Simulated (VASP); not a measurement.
Input of a VASP 6.6.1 run:

INCAR

```
PREC = Accurate
ENCUT = 520
EDIFF = 1E-6
ISMEAR = 0
SIGMA = 0.1
LREAL = False
LASPH = True
NELM = 60
ALGO = Normal
ISIF = 2
LWAVE = False
LCHARG = False
GGA = PS
NBANDS = 23
```

KPOINTS

```
regular mesh
0
Gamma
  16 16 12
```

Contents of POSCAR:

```
HfN
1.0
    2.1833418773      2.1833418773      0.0000000000
   -2.1833418773      2.1833418773      0.0000000000
    0.0000000000      0.0000000000      4.5827670744
Hf N
2 2
Direct
    0.0000000000      0.0000000000      0.0000000000
    0.5000000000      0.5000000000      0.5000000000
    0.5000000000      0.5000000000      0.0000000000
    0.0000000000      0.0000000000      0.5000000000
```

Potentials or basis: VASP PAW PBE potentials, release 64 (Hf_pv, N).

Launch:

```console
$ cat potpaw_PBE.64/Hf_pv/POTCAR potpaw_PBE.64/N/POTCAR > POTCAR
$ mpirun -np 1 vasp_std > vasp.out
```

**Question.** What does it give for the pressure?

**Answer.** 12.9 GPa.

**Question.** Estimate the band gap on the k mesh.

**Answer.** Zero (band 15 reaches 12.24 eV, above the bottom of band 16 at 5.08 eV).

Stress tensor (GPa, compression positive):
```
22.40  0.00  0.00
 0.00 22.40  0.00
 0.00  0.00 -6.14
```

Caveat: the cell differs from its parent crystal (biaxial strain in the a-b plane: -3.0 %); the PAW data sets were made with another functional, which shifts forces and pressure a little; spin-orbit coupling is left out, which moves the levels of the heavy elements.
